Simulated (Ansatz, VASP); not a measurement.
**One calculation of Na3LuO4, two programs**

The input POSCAR:

```
Na3LuO4
1.0
    0.0000000000      4.7527780000      3.2811470000
    0.0000000000     -4.7527780000      3.2811470000
    6.5623820000      0.0000000000     -3.2811470000
Lu Na O
2 6 8
Direct
    0.1315000000      0.1315000000      0.2630000000
    0.8685000000      0.8685000000      0.7370000000
    0.6140000000      0.6140000000      0.2280000000
    0.3860000000      0.3860000000      0.7720000000
    0.5000000000      0.0000000000      0.0000000000
    0.0000000000      0.5000000000      0.0000000000
    0.7500000000      0.2500000000      0.5000000000
    0.2500000000      0.7500000000      0.5000000000
    0.7500000000      0.7500000000      0.0000000000
    0.2500000000      0.2500000000      0.0000000000
    0.5000000000      0.5000000000      0.5000000000
    0.0000000000      0.0000000000      0.5000000000
    0.3869000000      0.9157000000      0.3026000000
    0.6131000000      0.0843000000      0.6974000000
    0.9157000000      0.3869000000      0.3026000000
    0.0843000000      0.6131000000      0.6974000000
```

Contents of INCAR.step1:

```
PREC = Accurate ; ENCUT = 520
ISMEAR = -1 ; SIGMA = 0.1275
LREAL = Auto ; LASPH = T
NELM = 100 ; NBANDS = 84
GGA = PE ; ALGO = Normal
EDIFF = 1E-4 ; LWAVE = T
LCHARG = F ; LUSENCCL = F
```

File INCAR.step2:

```
PREC = Accurate ; ENCUT = 520
EDIFF = 1E-6 ; ISMEAR = -1
SIGMA = 0.1275 ; LREAL = Auto
LASPH = T ; NELM = 100
ALGO = Normal ; ISIF = 2
LWAVE = F ; LCHARG = T
METAGGA = R2SCAN ; LMIXTAU = T
LELF = T ; LVHAR = T
NBANDS = 84 ; ISTART = 1
LUSENCCL = F
```

File KPOINTS:

```
regular mesh
0
Gamma
  5 5 5
```

Input for Ansatz:

```yaml
crystal:
  lattice:
    - [0.0, 4.752778, 3.281147]
    - [0.0, -4.752778, 3.281147]
    - [6.562382, 0.0, -3.281147]
  atoms:
    - { symbol: Lu, position: [0.1315, 0.1315, 0.263] }
    - { symbol: Lu, position: [0.8685, 0.8685, 0.737] }
    - { symbol: Na, position: [0.614, 0.614, 0.228] }
    - { symbol: Na, position: [0.386, 0.386, 0.772] }
    - { symbol: Na, position: [0.5, 0.0, 0.0] }
    - { symbol: Na, position: [0.0, 0.5, 0.0] }
    - { symbol: Na, position: [0.75, 0.25, 0.5] }
    - { symbol: Na, position: [0.25, 0.75, 0.5] }
    - { symbol: O, position: [0.75, 0.75, 0.0] }
    - { symbol: O, position: [0.25, 0.25, 0.0] }
    - { symbol: O, position: [0.5, 0.5, 0.5] }
    - { symbol: O, position: [0.0, 0.0, 0.5] }
    - { symbol: O, position: [0.3869, 0.9157, 0.3026] }
    - { symbol: O, position: [0.6131, 0.0843, 0.6974] }
    - { symbol: O, position: [0.9157, 0.3869, 0.3026] }
    - { symbol: O, position: [0.0843, 0.6131, 0.6974] }
  symmetry: { tolerance: 0.0003 }
kpoints:
  mp_grid: { grid: [5, 5, 5], shift: [0, 0, 0] }
magnetization:
  spin_polarized: false
scf:
  occupations: { method: fermi_dirac, width: 0.1275 }
  lower_state_search: "off"
  max_iter: 200
hamiltonian:
  pseudopotentials: { kind: paw }
  xc: r2scan
basis:
  ecutwfc: 500
  fft_grid_basis: typed
output:
  forces: true
  stress: true
  eigenvalues: true
  bader: true
  populations: true
  elf: true
  write_potential: true
  volumetric_format: npy
  dos:
    e_range: [-12, 8]
    de: 0.05
    projected: { site_lists: { Lu: [Lu], Na: [Na], O: [O] } }
checkpoint:
  read: saved_state
```

Alike in both runs: task single point; functional r2SCAN; k mesh 5 × 5 × 5; occupations fermi-dirac, width 0.1275 eV; no spin polarisation.

|  | VASP | Ansatz |
| --- | --- | --- |
| version | VASP 6.6.1 | Ansatz 0.2.0 |
| potentials or method | VASP PAW PBE potentials, release 64 (Lu, Na_pv, O), cutoff 520 eV | PAW plane waves |
| valence electrons in the cell | 140 | 152 |

```tsv
	VASP	Ansatz	Ansatz less VASP
pressure (GPa)	-0.9	-1.3	-0.34
traceless stress, the component that is largest in VASP (GPa)	4.32	4.31	-0.012
rms of the force components (eV/Å)	0.815	0.836	+0.0212
```

VASP's potentials were made for PBE, not for r2SCAN. Atom by atom the forces differ by 0.039 eV/Å (rms over components). The functional is the same, so the differences come from potentials, cutoffs and numerics. VASP's potentials hold 140 valence electrons a cell and Ansatz's 152, so a difference there can come from the potentials and not from the codes.

Neither program's run includes spin-orbit coupling.
